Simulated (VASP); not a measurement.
# BeTe (F-43m) in VASP: a series of runs

The runs below take BeTe through single point, relaxation of cell and atoms, with LDA.

Everything below comes from runs of VASP 6.6.1. Logs are shortened: lines on timing, memory, paths and dates and some standing lists are left out, and cuts for length are marked.

### Step 1. The cell of the first run

Symmetry: F-43m, No. 216, cubic system. The conventional cell has a = 5.554 Å, b = 5.554 Å, c = 5.554 Å, α = 90.00°, β = 90.00°, γ = 90.00°. Within 3.2 Å of Be (site symmetry -43m) lie 4 Te at 2.41 Å. Within 3.2 Å of Te (site symmetry -43m) lie 4 Be at 2.41 Å.

### Step 2. Single point, LDA

Contents of INCAR:

```
SYSTEM = BeTe
ALGO = Normal ; EDIFF = 1E-6
ENCUT = 520 ; GGA = CA
ISIF = 2 ; ISMEAR = -1
LASPH = .TRUE. ; LCHARG = .TRUE.
LELF = .TRUE. ; LREAL = .FALSE.
LVHAR = .TRUE. ; LWAVE = .FALSE.
NBANDS = 11 ; NELM = 60
PREC = Accurate ; SIGMA = 0.08
```

Contents of KPOINTS:

```
k-points
0
G
  12 12 12
  0 0 0
```

Contents of POSCAR:

```
BeTe
1.0
    2.7772249638      2.7772249638      0.0000000000
   -2.7772249638      2.7772249638      0.0000000000
    0.0000000000      2.7772249638      2.7772249638
Be Te
1 1
Direct
    0.0000000000      0.0000000000      0.0000000000
    0.7500000000      0.2500000000      0.5000000000
```

Potentials or basis: VASP PAW LDA potentials, release 64 (Be, Te).

Started as:

```sh
> cat potpaw_LDA.64/Be/POTCAR potpaw_LDA.64/Te/POTCAR > POTCAR
> mpirun -np 1 vasp_std > vasp.out
```

OUTCAR:

```text
SYSTEM = BeTe
   EDIFF = 1E-6
   ENCUT = 520
   GGA = CA
   ISIF = 2
   ISMEAR = -1
   LASPH = .TRUE.
   LREAL = .FALSE.
   NELM = 60
   PREC = Accurate

 ion  position               nearest neighbor table
   1  0.000  0.000  0.000-   2 2.41   2 2.41   2 2.41   2 2.41
   2  0.750  0.250  0.500-   1 2.41   1 2.41   1 2.41   1 2.41

  LATTYP: Found a face centered cubic cell.
 ALAT       =     5.5544499276

  Lattice vectors:

 A1 = (   0.0000000000,   2.7772249638,   2.7772249638)
 A2 = (   2.7772249638,   0.0000000000,   2.7772249638)
 A3 = (   2.7772249638,   2.7772249638,   0.0000000000)

Analysis of symmetry for initial positions (statically):
=====================================================================
 Subroutine PRICEL returns:
 Original cell was already a primitive cell.

 Routine SETGRP: Setting up the symmetry group for a
 face centered cubic supercell.

 Subroutine GETGRP returns: Found 24 space group operations
 (whereof 24 operations were pure point group operations)
 out of a pool of 48 trial point group operations.

The static configuration has the point symmetry T_d .

Analysis of symmetry for dynamics (positions and initial velocities):
=====================================================================
 Subroutine PRICEL returns:
 Original cell was already a primitive cell.

 Routine SETGRP: Setting up the symmetry group for a
 face centered cubic supercell.

 Subroutine GETGRP returns: Found 24 space group operations
 (whereof 24 operations were pure point group operations)
 out of a pool of 48 trial point group operations.

The dynamic configuration has the point symmetry T_d .

 Subroutine INISYM returns: Found 24 space group operations
 (whereof 24 operations are pure point group operations),
 and found     1 'primitive' translations

----------------------------------------------------------------------------------------

                                     Primitive cell

  volume of cell :      42.8414

  direct lattice vectors                    reciprocal lattice vectors
     2.777224964  2.777224964  0.000000000     0.180035829  0.180035829 -0.180035829
    -2.777224964  2.777224964  0.000000000    -0.180035829  0.180035829 -0.180035829
     0.000000000  2.777224964  2.777224964     0.000000000  0.000000000  0.360071659

  length of vectors
     3.927589210  3.927589210  3.927589210     0.311831204  0.311831204  0.360071659

  position of ions in fractional coordinates (direct lattice)
     0.000000000  0.000000000  0.000000000
     0.750000000  0.250000000  0.500000000

  ion indices of the primitive-cell ions
   primitive index   ion index
                 1           1
                 2           2

----------------------------------------------------------------------------------------

 KPOINTS: k-points

Automatic generation of k-mesh.
 Grid dimensions read from file:
 generate k-points for:   12   12   12

 Generating k-lattice:

  Cartesian coordinates                     Fractional coordinates (reciprocal lattice)
     0.015002986  0.015002986 -0.015002986     0.083333333  0.000000000  0.000000000
    -0.015002986  0.015002986 -0.015002986     0.000000000  0.083333333  0.000000000
     0.000000000  0.000000000  0.030005972     0.000000000  0.000000000  0.083333333

  Length of vectors
     0.025985934  0.025985934  0.030005972

  Shift w.r.t. Gamma in fractional coordinates (k-lattice)
     0.000000000  0.000000000  0.000000000

 Subroutine IBZKPT returns following result:
 ===========================================

 Found     72 irreducible k-points:

 Following reciprocal coordinates:
            Coordinates               Weight
  0.000000  0.000000  0.000000      1.000000
  0.083333  0.000000  0.000000      8.000000
  0.166667  0.000000  0.000000      8.000000
  0.250000  0.000000  0.000000      8.000000
  0.333333  0.000000  0.000000      8.000000
  0.416667  0.000000  0.000000      8.000000
[... 16 lines left out ...]
  0.500000  0.166667  0.000000     24.000000
 -0.416667  0.166667  0.000000     24.000000
 [... further k-points ...]
   k-points           NKPTS =     72   k-points in BZ     NKDIM =     72   number of bands    NBANDS=     11
   number of dos      NEDOS =    301   number of ions     NIONS =      2
   total plane-waves  NPLWV =  27000
   dimension x,y,z NGX =    30 NGY =   30 NGZ =   30
   dimension x,y,z NGXF=    60 NGYF=   60 NGZF=   60
   ions per type =               1   1
   NGX,Y,Z   is equivalent  to a cutoff of  12.70, 12.70, 12.70 a.u.
   NGXF,Y,Z  is equivalent  to a cutoff of  25.40, 25.40, 25.40 a.u.
 SYSTEM =  BeTe
   PREC   = accura    normal or accurate (medium, high low for compatibility)
   ISTART =      0    job   : 0-new  1-cont  2-samecut
   ICHARG =      2    charge: 1-file 2-atom 10-const
   ISPIN  =      1    spin polarized calculation?
   LNONCOLLINEAR =      F non collinear calculations
   LSORBIT =      F    spin-orbit coupling
   LASPH  =      T    aspherical Exc in radial PAW
   ENCUT  =  520.0 eV  38.22 Ry    6.18 a.u.   7.30  7.30  7.30*2*pi/ulx,y,z
   NELM   =     60;   NELMIN=  2; NELMDL= -5     # of ELM steps
   EDIFF  = 0.1E-05   stopping-criterion for ELM
   LREAL  =      F    real-space projection
   EDIFFG = 0.1E-04   stopping-criterion for IOM
   NSW    =      0    number of steps for IOM
   IBRION =     -1    ionic relax: 0-MD 1-quasi-New 2-CG
   NFREE  =      0    steps in history (QN), initial steepest desc. (CG)
   ISIF   =      2    stress and relaxation
   ISYM   =      2    0-nonsym 1-usesym 2-fastsym
   POTIM  = 0.5000    time-step for ionic-motion
   TEBEG  =    0.0;   TEEND  =   0.0 temperature during run
   PSTRESS=    0.0 pullay stress
   NELECT =       8.0000    total number of electrons
   NUPDOWN=      -1.0000    fix difference up-down
   EMIN   =  10.00;   EMAX   =-10.00  energy-range for DOS
   EFERMI =   0.00;   METHOD = LEGACY
   ISMEAR =    -1;   SIGMA  =   0.08  broadening in eV -4-tet -1-fermi 0-gaus
   EFERMI_NEDOS =   21; number of points for ismear=-14 and -15
   IALGO  =     38    algorithm
   IMIX   =      4    mixing-type and parameters
     AMIX     =   0.40;   BMIX     =  1.00
     AMIX_MAG =   1.60;   BMIX_MAG =  1.00
  volume/ion in A,a.u.               =      21.42       144.55
  Fermi-wavevector in a.u.,A,eV,Ry     =   0.935730  1.768273 11.913127  0.875590
  Thomas-Fermi vector in A             =   2.062667
   LORBIT       =      0    0 simple, 1 ext, 2 COOP (PROOUT), +10 PAW based schemes
   GGA     = CA    functional components
   LHFCALC =     F    Hartree Fock is set to
   AEXX    =    0.0000 exact exchange contribution
   IVDW    =     0    specifies the selected vdW correction
   LEPSILON=     F    determine dielectric tensor
   LRPA    =     F    only Hartree local field effects (RPA)
 non-spin polarized calculation
  energy-cutoff  :      520.00
  volume of cell :       42.84
 maximum number of plane-waves:      1179
 NGX is ok and might be reduce to    30
   NGX = 15   NGY = 15   NGZ = 15

 number of electron       7.9999999 magnetization

 Free energy of the ion-electron system (eV)
  ---------------------------------------------------
  ext. energy  EPLUGINS =         0.00000000
  ---------------------------------------------------
  free energy    TOTEN  =        -8.72723212 eV

  energy without entropy =       -8.72723182  energy(sigma->0) =       -8.72723197

 E-fermi :   6.3221     XC(G=0):  -9.4317

 val. band max:        5.4187592508   @ k =   0.0000   0.0000   0.0000
 cond. band min:       7.1890059445   @ k =   0.5000   0.5000   0.0000
 fundamental gap:      1.7702466937
 Fermi energy:         6.3221478376

 k-point     1 :       0.0000    0.0000    0.0000
  band No.  band energies     occupation
      1      -7.1790      2.00000
      2       5.4188      1.99998
      3       5.4188      1.99998
      4       5.4188      1.99998
      5       8.9683      0.00000
      6       8.9683      0.00000
      7       8.9683      0.00000
      8       9.4505      0.00000
      9      13.6612      0.00000
     10      15.7428      0.00000
     11      15.7428      0.00000

 k-point     2 :       0.0833    0.0000    0.0000
  band No.  band energies     occupation
      1      -7.1091      2.00000
      2       4.7037      2.00000
      3       5.2963      1.99999
      4       5.2963      1.99999
      5       9.0101      0.00000
      6       9.1446      0.00000
      7       9.1446      0.00000
      8      10.0790      0.00000
      9      13.8597      0.00000
     10      15.0737      0.00000
     11      15.0737      0.00000

 k-point     3 :       0.1667    0.0000    0.0000
  band No.  band energies     occupation
      1      -6.9058      2.00000
      2       3.3385      2.00000
      3       5.0118      2.00000
      4       5.0118      2.00000
      5       8.9177      0.00000
      6       9.5378      0.00000
      7       9.5378      0.00000
      8      11.3816      0.00000
      9      14.2489      0.00000
     10      14.4883      0.00000
     11      14.4883      0.00000

 k-point     4 :       0.2500    0.0000    0.0000
  band No.  band energies     occupation
      1      -6.5915      2.00000
      2       1.9530      2.00000
      3       4.6990      2.00000
      4       4.6990      2.00000
      5       8.7895      0.00000
      6       9.8753      0.00000
      7       9.8753      0.00000
      8      12.5609      0.00000
      9      14.3957      0.00000
     10      14.4438      0.00000
     11      14.4438      0.00000

 k-point     5 :       0.3333    0.0000    0.0000
  band No.  band energies     occupation
      1      -6.2167      2.00000
      2       0.7636      2.00000
      3       4.4402      2.00000
      4       4.4402      2.00000
      5       8.6796      0.00000
      6       9.9960      0.00000
      7       9.9960      0.00000
      8      13.1066      0.00000
      9      14.8317      0.00000
     10      15.0357      0.00000
     11      15.0357      0.00000
[... 211 lines left out ...]
 k-point    21 :       0.3333    0.1667    0.0000
  band No.  band energies     occupation
      1      -5.8042      2.00000
      2       0.3821      2.00000
      3       2.7490      2.00000
      4       4.1555      2.00000
      5       9.1582      0.00000
      6      10.6066      0.00000
      7      10.6245      0.00000
      8      13.1102      0.00000
      9      14.4284      0.00000
     10      15.1775      0.00000
     11      17.3025      0.00000

 k-point    22 :       0.4167    0.1667    0.0000
  band No.  band energies     occupation
      1      -5.5967      2.00000
      2      -0.0761      2.00000
      3       2.8035      2.00000
      4       3.8660      2.00000
      5       8.9263      0.00000
      6      10.5718      0.00000
      7      10.8793      0.00000
      8      13.5692      0.00000
      9      14.8163      0.00000
     10      15.6883      0.00000
     11      16.8830      0.00000

 k-point    23 :       0.5000    0.1667    0.0000
  band No.  band energies     occupation
      1      -5.6374      2.00000
      2       0.0069      2.00000
      3       3.0128      2.00000
      4       3.6917      2.00000
      5       8.7711      0.00000
      6      10.6120      0.00000
      7      11.1213      0.00000
      8      12.5918      0.00000
      9      15.1972      0.00000
     10      17.0807      0.00000
     11      17.1346      0.00000

 k-point    24 :      -0.4167    0.1667    0.0000
  band No.  band energies     occupation
      1      -5.9010      2.00000
      2       0.6090      2.00000
      3       3.3403      2.00000
      4       3.6533      2.00000
      5       8.6900      0.00000
      6      10.6799      0.00000
      7      11.3390      0.00000
      8      11.4890      0.00000
      9      15.4867      0.00000
     10      16.5187      0.00000
     11      17.0801      0.00000

 [... further k-points ...]

------------------------ aborting loop because EDIFF is reached ----------------------------------------

  FORCE on cell =-STRESS in cart. coord.  units (eV):
  Direction    XX          YY          ZZ          XY          YZ          ZX
  --------------------------------------------------------------------------------------
  -------------------------------------------------------------------------------------
  Total        0.0741570      0.0741570      0.0741570     -0.0000000     -0.0000000      0.0000000
  in kB        2.7733173      2.7733173      2.7733173     -0.0000000     -0.0000000      0.0000000
  external PRESSURE =       2.7733173 kB  Pullay stress =       0.0000000 kB

 VOLUME and BASIS-vectors are now :
 -----------------------------------------------------------------------------
  energy-cutoff  :      520.00
  volume of cell :       42.84
      direct lattice vectors                 reciprocal lattice vectors
     2.777224964  2.777224964  0.000000000     0.180035829  0.180035829 -0.180035829
    -2.777224964  2.777224964  0.000000000    -0.180035829  0.180035829 -0.180035829
     0.000000000  2.777224964  2.777224964     0.000000000  0.000000000  0.360071659

 POSITION                                       TOTAL-FORCE (eV/Angst)
 -----------------------------------------------------------------------------------
      0.00000      0.00000      0.00000         0.000000     -0.000000     -0.000000
      1.38861      4.16584      1.38861         0.000000      0.000000      0.000000
 -----------------------------------------------------------------------------------
    total drift:                               -0.000000      0.000000      0.000000

  FREE ENERGIE OF THE ION-ELECTRON SYSTEM (eV)
  ---------------------------------------------------
  free  energy   TOTEN  =        -8.7272321200 eV

  energy  without entropy=       -8.7272318177  energy(sigma->0) =       -8.72723197
```

Run time: 28 s. Hardware: 1 thread of Intel Xeon 8259CL, shared host; peak memory 0.17 GiB.

What came out:

```yaml
Free_energy: -8.7272 eV
Pressure: 0.3 GPa
Band_gap_on_the_k_mesh: 1.77 eV (least direct gap 3.55 eV)
```

Levels at points of the mesh, in eV from the valence-band top:
```csv
k point,band 1,band 2,band 3,band 4,band 5,band 6,band 7,band 8
"(0.00, 0.00, 0.00)",-12.60,0.00,0.00,0.00,3.55,3.55,3.55,4.03
"(0.50, 0.00, 0.00)",-11.16,-5.80,-1.20,-1.20,3.17,4.54,4.54,7.63
"(0.50, 0.50, 0.00)",-10.64,-5.30,-2.80,-2.80,1.77,2.59,9.86,9.86
```

Caveat: spin-orbit coupling is left out, which moves the levels of the heavy elements. A k mesh can miss the band edges.

### Step 3. Relaxation of cell and atoms, LDA, target pressure -2 GPa, at which the enthalpy is minimised

Contents of INCAR:

```
PREC = Accurate ; ENCUT = 600
EDIFF = 1E-6 ; ISMEAR = 0
SIGMA = 0.01 ; LREAL = False
LASPH = True ; NELM = 80
ALGO = Normal ; ISIF = 3
LWAVE = False ; LCHARG = False
IBRION = 2 ; NSW = 100
EDIFFG = -0.002 ; PSTRESS = -20.0
```

Contents of KPOINTS:

```
Automatic mesh
0
Gamma
  8 8 8
```

POSCAR is that of step 2.

Potentials or basis: VASP PAW LDA potentials, release 64 (Be, Te).

Started as:

```sh
> cat potpaw_LDA.64/Be/POTCAR potpaw_LDA.64/Te/POTCAR > POTCAR
> mpirun -np 1 vasp_std > vasp.out
```

It took 21 s on 1 thread of Intel Xeon 8259CL, shared host; peak memory 0.16 GiB.

It converged, with:

- Free energy: -8.7173 eV
- Relaxed volume: 22.24 Å³/atom
- Relaxed cell: a = 3.977 Å, b = 3.977 Å, c = 3.977 Å, α = 60.00°, β = 60.00°, γ = 90.00°
- Space group after relaxing (to 0.1 Å): F-43m (No. 216)
- Energy change on relaxing (the run minimises the enthalpy): +4.6 meV/atom
- Ionic steps: 3
- Pressure after relaxing: -2.0 GPa
- Band gap on the k mesh: 1.86 eV (least direct gap 3.58 eV)

Step by step:
```csv
step,energy change (eV),largest force (eV/Å),pressure (GPa),volume (Å³)
1,0.0000,0.0000,0.28,42.84
2,0.0128,0.0000,-2.33,44.76
3,0.0092,0.0000,-2.00,44.49
```

Final structure:
```
Be Te
1.0
     2.81240    2.81240    0.00000
    -2.81240    2.81240    0.00000
     0.00000    2.81240    2.81240
Be Te
1 1
Cartesian
  0.0000 0.0000 0.0000
  1.4062 4.2186 1.4062
```

Levels at points of the mesh, in eV from the valence-band top:
| k point | band 1 | band 2 | band 3 | band 4 | band 5 | band 6 | band 7 | band 8 |
| --- | --- | --- | --- | --- | --- | --- | --- | --- |
| (0.00, 0.00, 0.00) | -12.34 | 0.00 | 0.00 | 0.00 | 3.58 | 3.58 | 3.58 | 3.75 |
| (0.50, 0.00, 0.00) | -11.00 | -5.56 | -1.14 | -1.14 | 3.06 | 4.55 | 4.55 | 7.64 |
| (0.50, 0.50, 0.00) | -10.52 | -5.10 | -2.66 | -2.66 | 1.86 | 2.64 | 9.62 | 9.62 |

Caveat: the cell is relaxed towards a set pressure, so the run minimises the enthalpy, not the energy; spin-orbit coupling is left out, which moves the levels of the heavy elements.
